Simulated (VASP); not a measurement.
# Na (P6_3/mmc) in VASP: a series of runs, part 2 of 2

VASP 6.6.1. The steps go on from the part before.

### 3 Relaxation of cell and atoms, PBE+D3(BJ)

This run uses another cell than the first one, of 36.94 Å³/atom, 1.086 times its volume.

INCAR

```
SYSTEM = Na
PREC = Accurate
ENCUT = 600
EDIFF = 1E-7
ISMEAR = 0
SIGMA = 0.1
LREAL = .False.
LASPH = .True.
NELM = 80
ALGO = Fast
ISIF = 3
LWAVE = .False.
LCHARG = .False.
GGA = PE
IVDW = 12
IBRION = 2
NSW = 100
EDIFFG = -0.005
```

KPOINTS

```
Automatic mesh
0
Gamma
  15 15 8
  0 0 0
```

POSCAR

```
Na
1.0
    3.6887707041      0.0000000000      0.0000000000
   -1.8443853520      3.1945691385      0.0000000000
    0.0000000000      0.0000000000      6.2691940000
Na
2
Direct
    0.3333333300      0.6666666700      0.2500000000
    0.6666666700      0.3333333300      0.7500000000
```

Potentials or basis: VASP PAW PBE potentials, release 64 (Na_pv).

On the command line:

```bash
$ cat potpaw_PBE.64/Na_pv/POTCAR > POTCAR
$ mpirun -np 1 vasp_std > vasp.out
```

OUTCAR:

```text
SYSTEM = Na
   PREC = Accurate
   ENCUT = 600
   EDIFF = 1E-7
   ISMEAR = 0
   LREAL = .False.
   LASPH = .True.
   NELM = 80
   ISIF = 3
   GGA = PE
   IVDW = 12
   IBRION = 2
   NSW = 100
   EDIFFG = -0.005
 IVDW          = 12

 ion  position               nearest neighbor table
   1  0.333  0.667  0.250-
   2  0.667  0.333  0.750-

  LATTYP: Found a hexagonal cell.
 ALAT       =     3.6887707041
 C/A-ratio  =     1.6995347510

  Lattice vectors:

 A1 = (   3.6887707041,   0.0000000000,   0.0000000000)
 A2 = (  -1.8443853520,   3.1945691385,   0.0000000000)
 A3 = (   0.0000000000,   0.0000000000,   6.2691940000)

Analysis of symmetry for initial positions (statically):
=====================================================================
 Subroutine PRICEL returns:
 Original cell was already a primitive cell.

 Routine SETGRP: Setting up the symmetry group for a
 hexagonal supercell.

 Subroutine GETGRP returns: Found 24 space group operations
 (whereof 12 operations were pure point group operations)
 out of a pool of 24 trial point group operations.

The static configuration has the point symmetry D_3d.
 The point group associated with its full space group is D_6h.

Analysis of symmetry for dynamics (positions and initial velocities):
=====================================================================
 Subroutine PRICEL returns:
 Original cell was already a primitive cell.

 Routine SETGRP: Setting up the symmetry group for a
 hexagonal supercell.

 Subroutine GETGRP returns: Found 24 space group operations
 (whereof 12 operations were pure point group operations)
 out of a pool of 24 trial point group operations.

The dynamic configuration has the point symmetry D_3d.
 The point group associated with its full space group is D_6h.

 Subroutine INISYM returns: Found 24 space group operations
 (whereof 12 operations are pure point group operations),
 and found     1 'primitive' translations

----------------------------------------------------------------------------------------

[... 106 lines left out ...]
   EFERMI =   0.00;   METHOD = LEGACY
   ISMEAR =     0;   SIGMA  =   0.10  broadening in eV -4-tet -1-fermi 0-gaus
   EFERMI_NEDOS =   21; number of points for ismear=-14 and -15
   IALGO  =     68    algorithm
   IMIX   =      4    mixing-type and parameters
     AMIX     =   0.40;   BMIX     =  1.00
     AMIX_MAG =   1.60;   BMIX_MAG =  1.00
  volume/ion in A,a.u.               =      36.94       249.27
  Fermi-wavevector in a.u.,A,eV,Ry     =   0.940334  1.776974 12.030661  0.884229
  Thomas-Fermi vector in A             =   2.067736
   LORBIT       =      0    0 simple, 1 ext, 2 COOP (PROOUT), +10 PAW based schemes
   GGA     = PE    functional components
   LHFCALC =     F    Hartree Fock is set to
   AEXX    =    0.0000 exact exchange contribution
   IVDW    =    12    specifies the selected vdW correction
   LEPSILON=     F    determine dielectric tensor
   LRPA    =     F    only Hartree local field effects (RPA)
 conjugate gradient relaxation of ions
 non-spin polarized calculation
 RMM-DIIS sequential band-by-band and
 Gauss-broadening in eV      SIGMA  =   0.10
  energy-cutoff  :      600.00
  volume of cell :       73.88
 maximum number of plane-waves:      2499
 NGX is ok and might be reduce to    30
   NGX = 15   NGY = 15   NGZ = 25

--------------------------------------- Ionic step        1  -------------------------------------------

 number of electron      13.9999994 magnetization

 Free energy of the ion-electron system (eV)
  ---------------------------------------------------
  ext. energy  EPLUGINS =         0.00000000
  ---------------------------------------------------
  free energy    TOTEN  =        -2.62070681 eV

  energy without entropy =       -2.61517850  energy(sigma->0) =       -2.61794266

------------------------ aborting loop because EDIFF is reached ----------------------------------------

 Edisp (eV)   -0.30853

 E8    (eV) :    -0.1505
[... 311 lines left out ...]
--------------------------------------- Ionic step        9  -------------------------------------------

 number of electron      13.9999990 magnetization

 Free energy of the ion-electron system (eV)
  ---------------------------------------------------
  ext. energy  EPLUGINS =         0.00000000
  ---------------------------------------------------
  free energy    TOTEN  =        -2.61100663 eV

  energy without entropy =       -2.60523622  energy(sigma->0) =       -2.60812142

 E-fermi :   0.5991     XC(G=0):  -6.7207

 val. band max:        0.5928636481   @ k =   0.2667   0.0000   0.2500
 cond. band min:       0.6005352088   @ k =   0.2000   0.2000   0.3750
 fundamental gap:      0.0076715608
 Fermi energy:         0.5990914404

 k-point     1 :       0.0000    0.0000    0.0000
  band No.  band energies     occupation
      1     -24.3079      2.00000
      2     -24.2674      2.00000
      3     -24.2674      2.00000
      4     -24.2610      2.00000
      5     -24.2609      2.00000
      6     -24.2608      2.00000
      7      -2.8800      2.00000
      8       1.1430      0.00000
      9       1.6279      0.00000
     10      11.0203      0.00000
     11      11.0203      0.00000
[... 309 lines left out ...]
 k-point    24 :       0.4000    0.2000    0.0000
  band No.  band energies     occupation
      1     -24.2994      2.00000
      2     -24.2922      2.00000
      3     -24.2846      2.00000
      4     -24.2837      2.00000
      5     -24.2753      2.00000
      6     -24.2743      2.00000
      7       1.2365      0.00000
      8       1.4164      0.00000
      9       4.0099      0.00000
     10       4.9974      0.00000
     11       5.0627      0.00000

 [... further k-points ...]

------------------------ aborting loop because EDIFF is reached ----------------------------------------

 Edisp (eV)   -0.33320

 E8    (eV) :    -0.1621
[... 25 lines left out ...]
  FREE ENERGIE OF THE ION-ELECTRON SYSTEM (eV)
  ---------------------------------------------------
  free  energy   TOTEN  =        -2.9442058978 eV

  energy  without entropy=       -2.9384354940  energy(sigma->0) =       -2.94132070

 reached required accuracy - stopping structural energy minimisation
```

OSZICAR:

```text
N       E                     dE             d eps       ncg     rms          rms(c)
DAV:   1     0.927187342955E+02    0.92719E+02   -0.83129E+03  2970   0.134E+03
DAV:   2     0.643136242121E+00   -0.92076E+02   -0.91555E+02  2979   0.315E+02
DAV:   3    -0.257498818083E+01   -0.32181E+01   -0.32137E+01  3483   0.730E+01
DAV:   4    -0.262117633798E+01   -0.46188E-01   -0.46186E-01  3393   0.962E+00
[... 82 lines left out ...]
RMM:   2    -0.261114796099E+01    0.23332E-03   -0.41043E-04  3088   0.303E-01    0.977E-02
RMM:   3    -0.261100629803E+01    0.14166E-03   -0.80617E-05  2970   0.122E-01    0.668E-03
RMM:   4    -0.261100621573E+01    0.82302E-07   -0.12131E-05  3039   0.601E-02    0.732E-04
RMM:   5    -0.261100657762E+01   -0.36189E-06   -0.35345E-06  3039   0.318E-02    0.758E-04
RMM:   6    -0.261100662532E+01   -0.47700E-07   -0.90556E-07  2977   0.188E-02
   9 F= -.29442059E+01 E0= -.29413207E+01  d E =-.531187E-03
```

CONTCAR:

```text
Na
   1.00000000000000
     3.6420065468196237   -0.0000000000007597    0.0000000000000000
    -1.8210032733611037    3.1540701903084729   -0.0000000000000000
     0.0000000000000000   -0.0000000000000000    5.9430458129302810
  Na
     2
Direct
     0.3333333300000021    0.6666666699999979    0.2500000000000000
     0.6666666699999979    0.3333333300000021    0.7500000000000000

  0.00000000E+00  0.00000000E+00  0.00000000E+00
  0.00000000E+00  0.00000000E+00  0.00000000E+00
```

It took 9.4 min on 1 thread of Intel Xeon 6975P-C, shared host; peak memory 0.29 GiB.

Results:

* Free energy: -2.9442 eV
* Relaxed volume: 34.13 Å³/atom
* Relaxed cell: a = 3.642 Å, b = 3.642 Å, c = 5.943 Å, α = 90.00°, β = 90.00°, γ = 120.00°
* Space group after relaxing (to 0.05 Å): P6_3/mmc (No. 194)
* Energy gained by relaxing: 7.5 meV/atom
* Ionic steps: 9
* Pressure after relaxing: 0.0 GPa
* Band gap on the k mesh: zero (band 7 reaches 2.75 eV, above the bottom of band 8 at -1.79 eV)
* Dispersion energy per atom: -0.167 eV

Step by step:
```
step  energy change (eV)  largest force (eV/Å)  pressure (GPa)  volume (Å³)
   1              0.0000                0.0000           -0.61        73.88
   2             -0.0059                0.0000           -0.51        72.39
   3             -0.0144                0.0000           -0.01        68.04
   4             -0.0144                0.0000            0.04        67.67
   5             -0.0144                0.0000            0.05        67.79
   6             -0.0144                0.0000            0.03        67.92
   7             -0.0146                0.0000            0.01        67.99
   8             -0.0149                0.0000           -0.01        68.20
   9             -0.0150                0.0000           -0.01        68.27
```

Final structure:
```
Na
1.0
     3.64201    0.00000    0.00000
    -1.82100    3.15407    0.00000
     0.00000    0.00000    5.94305
Na
2
Direct
  0.33333 0.66667 0.25000
  0.66667 0.33333 0.75000
```

Levels at points of the mesh, in eV from the Fermi level:
| k point | band 5 | band 6 | band 7 | band 8 | band 9 | band 10 |
| --- | --- | --- | --- | --- | --- | --- |
| (0.00, 0.00, 0.00) | -24.86 | -24.86 | -3.48 | 0.54 | 1.03 | 10.42 |
| (0.00, 0.00, 0.50) | -24.86 | -24.86 | -2.39 | -2.39 | 5.79 | 5.79 |

Caveat: pairwise dispersion overbinds metals, which lowers pressure and volume.
